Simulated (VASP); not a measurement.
# La (Pm-3m) in VASP: a series of runs

La is run at these levels: PBE; tasks: single point.

Program: VASP 6.6.1. These are calculated values, not measurements. Logs are shortened: lines on timing, memory, paths and dates and some standing lists are left out, and cuts for length are marked.

### Step 1. The cell of the first run

Symmetry: Pm-3m, No. 221, cubic system. The conventional cell has a = 3.155 Å, b = 3.155 Å, c = 3.155 Å, α = 90.00°, β = 90.00°, γ = 90.00°. Within 4.2 Å of La (site symmetry m-3m) lie 6 La at 3.15 Å.

### Step 2. Single point, PBE (volume scaled by 0.85)

File INCAR:

```
SYSTEM = La
PREC = Accurate ; ENCUT = 500
EDIFF = 1E-6 ; ISMEAR = -1
SIGMA = 0.08 ; LREAL = .False.
LASPH = .True. ; NELM = 200
ALGO = Normal ; ISIF = 2
LWAVE = .False. ; LCHARG = .True.
GGA = PE ; LELF = .True.
LVHAR = .True. ; NBANDS = 12
GGA_COMPAT = .False. ; LMAXMIX = 6
```

File KPOINTS:

```
Automatic mesh
0
Gamma
  12 12 12
  0 0 0
```

File POSCAR:

```
La
1.0
    3.1548589807      0.0000000000      0.0000000000
    0.0000000000      3.1548589807      0.0000000000
    0.0000000000      0.0000000000      3.1548589807
La
1
Direct
    0.0000000000      0.0000000000      0.0000000000
```

Potentials or basis: VASP PAW PBE potentials, release 64 (La).

On the command line:

```console
$ cat potpaw_PBE.64/La/POTCAR > POTCAR
$ mpirun -np 1 vasp_std > vasp.out
```

OUTCAR:

```text
SYSTEM = La
   PREC = Accurate
   ENCUT = 500
   EDIFF = 1E-6
   ISMEAR = -1
   LREAL = .False.
   LASPH = .True.
   NELM = 200
   ISIF = 2
   GGA = PE

 ion  position               nearest neighbor table
   1  0.000  0.000  0.000-

  LATTYP: Found a simple cubic cell.
 ALAT       =     3.1548589807

  Lattice vectors:

 A1 = (   3.1548589807,   0.0000000000,   0.0000000000)
 A2 = (   0.0000000000,   3.1548589807,   0.0000000000)
 A3 = (   0.0000000000,   0.0000000000,   3.1548589807)

Analysis of symmetry for initial positions (statically):
=====================================================================
 Subroutine PRICEL returns:
 Original cell was already a primitive cell.

 Routine SETGRP: Setting up the symmetry group for a
 simple cubic supercell.

 Subroutine GETGRP returns: Found 48 space group operations
 (whereof 48 operations were pure point group operations)
 out of a pool of 48 trial point group operations.

The static configuration has the point symmetry O_h .

Analysis of symmetry for dynamics (positions and initial velocities):
=====================================================================
 Subroutine PRICEL returns:
 Original cell was already a primitive cell.

 Routine SETGRP: Setting up the symmetry group for a
 simple cubic supercell.

 Subroutine GETGRP returns: Found 48 space group operations
 (whereof 48 operations were pure point group operations)
 out of a pool of 48 trial point group operations.

The dynamic configuration has the point symmetry O_h .

 Subroutine INISYM returns: Found 48 space group operations
 (whereof 48 operations are pure point group operations),
 and found     1 'primitive' translations

----------------------------------------------------------------------------------------

                                     Primitive cell

  volume of cell :      31.4007

  direct lattice vectors                    reciprocal lattice vectors
     3.154858981  0.000000000  0.000000000     0.316971378  0.000000000  0.000000000
     0.000000000  3.154858981  0.000000000     0.000000000  0.316971378  0.000000000
     0.000000000  0.000000000  3.154858981     0.000000000  0.000000000  0.316971378

  length of vectors
     3.154858981  3.154858981  3.154858981     0.316971378  0.316971378  0.316971378

  position of ions in fractional coordinates (direct lattice)
     0.000000000  0.000000000  0.000000000

  ion indices of the primitive-cell ions
   primitive index   ion index
                 1           1

----------------------------------------------------------------------------------------

 KPOINTS: Automatic mesh

Automatic generation of k-mesh.
 Grid dimensions read from file:
 generate k-points for:   12   12   12

 Generating k-lattice:

  Cartesian coordinates                     Fractional coordinates (reciprocal lattice)
     0.026414282  0.000000000  0.000000000     0.083333333  0.000000000  0.000000000
     0.000000000  0.026414282  0.000000000     0.000000000  0.083333333  0.000000000
     0.000000000  0.000000000  0.026414282     0.000000000  0.000000000  0.083333333

  Length of vectors
     0.026414282  0.026414282  0.026414282

  Shift w.r.t. Gamma in fractional coordinates (k-lattice)
     0.000000000  0.000000000  0.000000000

 Subroutine IBZKPT returns following result:
 ===========================================

 Found     84 irreducible k-points:

 Following reciprocal coordinates:
            Coordinates               Weight
  0.000000  0.000000  0.000000      1.000000
  0.083333  0.000000  0.000000      6.000000
  0.166667  0.000000  0.000000      6.000000
  0.250000  0.000000  0.000000      6.000000
  0.333333  0.000000  0.000000      6.000000
  0.416667  0.000000  0.000000      6.000000
[... 16 lines left out ...]
  0.333333  0.333333  0.000000     12.000000
  0.416667  0.333333  0.000000     24.000000
 [... further k-points ...]
   k-points           NKPTS =     84   k-points in BZ     NKDIM =     84   number of bands    NBANDS=     12
   number of dos      NEDOS =    301   number of ions     NIONS =      1
   total plane-waves  NPLWV =  13824
   dimension x,y,z NGX =    24 NGY =   24 NGZ =   24
   dimension x,y,z NGXF=    48 NGYF=   48 NGZF=   48
   ions per type =               1
   NGX,Y,Z   is equivalent  to a cutoff of  12.65, 12.65, 12.65 a.u.
   NGXF,Y,Z  is equivalent  to a cutoff of  25.29, 25.29, 25.29 a.u.
 SYSTEM =  La
   PREC   = accura    normal or accurate (medium, high low for compatibility)
   ISTART =      0    job   : 0-new  1-cont  2-samecut
   ICHARG =      2    charge: 1-file 2-atom 10-const
   ISPIN  =      1    spin polarized calculation?
   LNONCOLLINEAR =      F non collinear calculations
   LSORBIT =      F    spin-orbit coupling
   LASPH  =      T    aspherical Exc in radial PAW
   ENCUT  =  500.0 eV  36.75 Ry    6.06 a.u.   5.75  5.75  5.75*2*pi/ulx,y,z
   NELM   =    200;   NELMIN=  2; NELMDL= -5     # of ELM steps
   EDIFF  = 0.1E-05   stopping-criterion for ELM
   LREAL  =      F    real-space projection
   EDIFFG = 0.1E-04   stopping-criterion for IOM
   NSW    =      0    number of steps for IOM
   IBRION =     -1    ionic relax: 0-MD 1-quasi-New 2-CG
   NFREE  =      0    steps in history (QN), initial steepest desc. (CG)
   ISIF   =      2    stress and relaxation
   ISYM   =      2    0-nonsym 1-usesym 2-fastsym
   POTIM  = 0.5000    time-step for ionic-motion
   TEBEG  =    0.0;   TEEND  =   0.0 temperature during run
   PSTRESS=    0.0 pullay stress
   NELECT =      11.0000    total number of electrons
   NUPDOWN=      -1.0000    fix difference up-down
   EMIN   =  10.00;   EMAX   =-10.00  energy-range for DOS
   EFERMI =   0.00;   METHOD = LEGACY
   ISMEAR =    -1;   SIGMA  =   0.08  broadening in eV -4-tet -1-fermi 0-gaus
   EFERMI_NEDOS =   21; number of points for ismear=-14 and -15
   IALGO  =     38    algorithm
   IMIX   =      4    mixing-type and parameters
     AMIX     =   0.40;   BMIX     =  1.00
     AMIX_MAG =   1.60;   BMIX_MAG =  1.00
  volume/ion in A,a.u.               =      31.40       211.90
  Fermi-wavevector in a.u.,A,eV,Ry     =   1.154053  2.180844 18.120762  1.331838
  Thomas-Fermi vector in A             =   2.290692
   LORBIT       =      0    0 simple, 1 ext, 2 COOP (PROOUT), +10 PAW based schemes
   GGA     = PE    functional components
   LHFCALC =     F    Hartree Fock is set to
   AEXX    =    0.0000 exact exchange contribution
   IVDW    =     0    specifies the selected vdW correction
   LEPSILON=     F    determine dielectric tensor
   LRPA    =     F    only Hartree local field effects (RPA)
 non-spin polarized calculation
  energy-cutoff  :      500.00
  volume of cell :       31.40
 maximum number of plane-waves:       840
 NGX is ok and might be reduce to    24
   NGX = 11   NGY = 11   NGZ = 11

 number of electron      11.0000000 magnetization

 Free energy of the ion-electron system (eV)
  ---------------------------------------------------
  ext. energy  EPLUGINS =         0.00000000
  ---------------------------------------------------
  free energy    TOTEN  =        -4.32039749 eV

  energy without entropy =       -4.27719622  energy(sigma->0) =       -4.29879685

 E-fermi :   9.4268     XC(G=0): -10.2072

 val. band max:        9.4265079901   @ k =   0.3333   0.3333   0.0000
 cond. band min:       9.4468768344   @ k =   0.5000   0.0833   0.0833
 fundamental gap:      0.0203688443
 Fermi energy:         9.4267911498

 k-point     1 :       0.0000    0.0000    0.0000
  band No.  band energies     occupation
      1     -23.6388      2.00000
      2      -5.8680      2.00000
      3      -5.8680      2.00000
      4      -5.8680      2.00000
      5       6.7982      2.00000
      6       8.0407      2.00000
      7       8.0407      2.00000
      8      11.6571      0.00000
      9      11.6571      0.00000
     10      11.6571      0.00000
     11      11.9646      0.00000
     12      11.9646      0.00000

 k-point     2 :       0.0833    0.0000    0.0000
  band No.  band energies     occupation
      1     -23.6135      2.00000
      2      -6.1002      2.00000
      3      -5.8483      2.00000
      4      -5.8483      2.00000
      5       6.9906      2.00000
      6       8.0912      2.00000
      7       8.3413      2.00000
      8      11.6272      0.00000
      9      11.6675      0.00000
     10      11.6675      0.00000
     11      11.9231      0.00000
     12      11.9699      0.00000

 k-point     3 :       0.1667    0.0000    0.0000
  band No.  band energies     occupation
      1     -23.5436      2.00000
      2      -6.6875      2.00000
      3      -5.7938      2.00000
      4      -5.7938      2.00000
      5       7.3793      2.00000
      6       8.2368      2.00000
      7       9.2841      1.71224
      8      11.5382      0.00000
      9      11.6975      0.00000
     10      11.6975      0.00000
     11      11.7882      0.00000
     12      11.9876      0.00000
[... 286 lines left out ...]
 k-point    23 :       0.3333    0.3333    0.0000
  band No.  band energies     occupation
      1     -23.0544      2.00000
      2      -7.7558      2.00000
      3      -7.7038      2.00000
      4      -5.4239      2.00000
      5       7.8077      2.00000
      6       9.4265      1.00177
      7      11.2084      0.00000
      8      11.4388      0.00000
      9      11.6801      0.00000
     10      11.8960      0.00000
     11      11.9351      0.00000
     12      12.0522      0.00000

 k-point    24 :       0.4167    0.3333    0.0000
  band No.  band energies     occupation
      1     -22.9793      2.00000
      2      -8.1575      2.00000
      3      -7.6452      2.00000
      4      -5.3691      2.00000
      5       7.3252      2.00000
      6       9.7042      0.06049
      7      11.0919      0.00000
      8      11.3914      0.00000
      9      11.8108      0.00000
     10      11.8619      0.00000
     11      11.9550      0.00000
     12      12.1333      0.00000

 [... further k-points ...]

------------------------ aborting loop because EDIFF is reached ----------------------------------------

  FORCE on cell =-STRESS in cart. coord.  units (eV):
  Direction    XX          YY          ZZ          XY          YZ          ZX
  --------------------------------------------------------------------------------------
  -------------------------------------------------------------------------------------
  Total        0.9777628      0.9777628      0.9777628      0.0000000     -0.0000000      0.0000000
  in kB       49.8889334     49.8889334     49.8889334      0.0000000     -0.0000000      0.0000000
  external PRESSURE =      49.8889334 kB  Pullay stress =       0.0000000 kB

 VOLUME and BASIS-vectors are now :
 -----------------------------------------------------------------------------
  energy-cutoff  :      500.00
  volume of cell :       31.40
      direct lattice vectors                 reciprocal lattice vectors
     3.154858981  0.000000000  0.000000000     0.316971378  0.000000000  0.000000000
     0.000000000  3.154858981  0.000000000     0.000000000  0.316971378  0.000000000
     0.000000000  0.000000000  3.154858981     0.000000000  0.000000000  0.316971378

 POSITION                                       TOTAL-FORCE (eV/Angst)
 -----------------------------------------------------------------------------------
      0.00000      0.00000      0.00000         0.000000      0.000000      0.000000
 -----------------------------------------------------------------------------------
    total drift:                               -0.000000      0.000000      0.000000

  FREE ENERGIE OF THE ION-ELECTRON SYSTEM (eV)
  ---------------------------------------------------
  free  energy   TOTEN  =        -4.3203974885 eV

  energy  without entropy=       -4.2771962182  energy(sigma->0) =       -4.29879685
```

Wall time 24 s (1 thread of Intel Xeon Platinum 8259CL at 2.50GHz (Skylake/Cascade Lake), shared host); peak memory 0.17 GiB.

What came out:

* Free energy: -4.3204 eV
* Pressure: 5.0 GPa

Caveat: spin-orbit coupling is left out, which moves the levels of the heavy elements.

### Step 3. Single point, PBE (volume scaled by 0.95)

File INCAR:

```
SYSTEM = La
PREC = Accurate
ENCUT = 500
EDIFF = 1E-6
ISMEAR = -1
SIGMA = 0.08
LREAL = .FALSE.
LASPH = .TRUE.
NELM = 200
ALGO = Normal
ISIF = 2
LWAVE = .FALSE.
LCHARG = .FALSE.
GGA = PE
NBANDS = 12
GGA_COMPAT = .FALSE.
LMAXMIX = 6
```

File KPOINTS:

```
regular mesh
0
G
  12 12 12
  0 0 0
```

File POSCAR:

```
La
1.0
    3.2740213814      0.0000000000      0.0000000000
    0.0000000000      3.2740213814      0.0000000000
    0.0000000000      0.0000000000      3.2740213814
La
1
Direct
    0.0000000000      0.0000000000      0.0000000000
```

Potentials or basis: VASP PAW PBE potentials, release 64 (La).

On the command line:

```console
$ cat potpaw_PBE.64/La/POTCAR > POTCAR
$ mpirun -np 1 vasp_std > vasp.out
```

OUTCAR:

```text
SYSTEM = La
   PREC = Accurate
   ENCUT = 500
   EDIFF = 1E-6
   ISMEAR = -1
   LREAL = .FALSE.
   LASPH = .TRUE.
   NELM = 200
   ISIF = 2
   GGA = PE

 ion  position               nearest neighbor table
   1  0.000  0.000  0.000-

  LATTYP: Found a simple cubic cell.
 ALAT       =     3.2740213814

  Lattice vectors:

 A1 = (   3.2740213814,   0.0000000000,   0.0000000000)
 A2 = (   0.0000000000,   3.2740213814,   0.0000000000)
 A3 = (   0.0000000000,   0.0000000000,   3.2740213814)

[... 536 lines left out ...]
     11      10.4538      0.00000
     12      10.6551      0.00000

 [... further k-points ...]

------------------------ aborting loop because EDIFF is reached ----------------------------------------

  FORCE on cell =-STRESS in cart. coord.  units (eV):
  Direction    XX          YY          ZZ          XY          YZ          ZX
  --------------------------------------------------------------------------------------
  -------------------------------------------------------------------------------------
  Total        0.2852240      0.2852240      0.2852240      0.0000000      0.0000000     -0.0000000
  in kB       13.0212332     13.0212332     13.0212332      0.0000000      0.0000000     -0.0000000
  external PRESSURE =      13.0212332 kB  Pullay stress =       0.0000000 kB

 VOLUME and BASIS-vectors are now :
 -----------------------------------------------------------------------------
  energy-cutoff  :      500.00
  volume of cell :       35.09
      direct lattice vectors                 reciprocal lattice vectors
     3.274021381  0.000000000  0.000000000     0.305434780  0.000000000  0.000000000
     0.000000000  3.274021381  0.000000000     0.000000000  0.305434780  0.000000000
     0.000000000  0.000000000  3.274021381     0.000000000  0.000000000  0.305434780

 POSITION                                       TOTAL-FORCE (eV/Angst)
 -----------------------------------------------------------------------------------
      0.00000      0.00000      0.00000         0.000000      0.000000      0.000000
 -----------------------------------------------------------------------------------
    total drift:                               -0.000000      0.000000      0.000000

  FREE ENERGIE OF THE ION-ELECTRON SYSTEM (eV)
  ---------------------------------------------------
  free  energy   TOTEN  =        -4.3905263191 eV

  energy  without entropy=       -4.3423397652  energy(sigma->0) =       -4.36643304
```

OSZICAR:

```text
N       E                     dE             d eps       ncg     rms          rms(c)
DAV:   1     0.964586944826E+02    0.96459E+02   -0.37204E+03  2040   0.117E+03
DAV:   2     0.185880432372E+01   -0.94600E+02   -0.90689E+02  2576   0.184E+02
DAV:   3    -0.409738730758E+01   -0.59562E+01   -0.56993E+01  2868   0.758E+01
DAV:   4    -0.439811220963E+01   -0.30072E+00   -0.29024E+00  3704   0.113E+01
DAV:   5    -0.440975862010E+01   -0.11646E-01   -0.11576E-01  3476   0.225E+00    0.273E+00
DAV:   6    -0.439059902284E+01    0.19160E-01   -0.10919E-02  3528   0.914E-01    0.168E+00
DAV:   7    -0.438869451754E+01    0.19045E-02   -0.64616E-02  2684   0.194E+00    0.224E-01
DAV:   8    -0.438950239450E+01   -0.80788E-03   -0.27183E-03  3876   0.360E-01    0.227E-01
DAV:   9    -0.438985094723E+01   -0.34855E-03   -0.20311E-04  3252   0.104E-01    0.208E-01
DAV:  10    -0.439060693401E+01   -0.75599E-03   -0.21523E-03  3568   0.560E-01    0.104E-01
DAV:  11    -0.439052175980E+01    0.85174E-04   -0.33892E-04  3584   0.227E-01    0.245E-02
DAV:  12    -0.439052906966E+01   -0.73099E-05   -0.34582E-05  3740   0.774E-02    0.332E-02
DAV:  13    -0.439052715565E+01    0.19140E-05   -0.40225E-05  3644   0.819E-02    0.124E-02
DAV:  14    -0.439052631912E+01    0.83653E-06   -0.21182E-06  3660   0.174E-02
   1 F= -.43905263E+01 E0= -.43664330E+01  d E =-.481866E-01
```

stdout:

```text
POSCAR found type information on POSCAR La
 POSCAR found :  1 types and       1 ions
 scaLAPACK will be used
 LDA part: xc-table for (Slater+PW92), standard interpolation
 POSCAR, INCAR and KPOINTS ok, starting setup
 FFT: planning ... GRIDC
 FFT: planning ... GRID_SOFT
 FFT: planning ... GRID
 WAVECAR not read
 entering main loop
```

Run time: 23 s. Hardware: 1 thread of Intel Xeon Platinum 8259CL at 2.50GHz (Skylake/Cascade Lake), shared host; peak memory 0.17 GiB.

Results:

- Free energy: -4.3905 eV
- Pressure: 1.3 GPa

Caveat: spin-orbit coupling is left out, which moves the levels of the heavy elements.

[end of part 1 of 2]
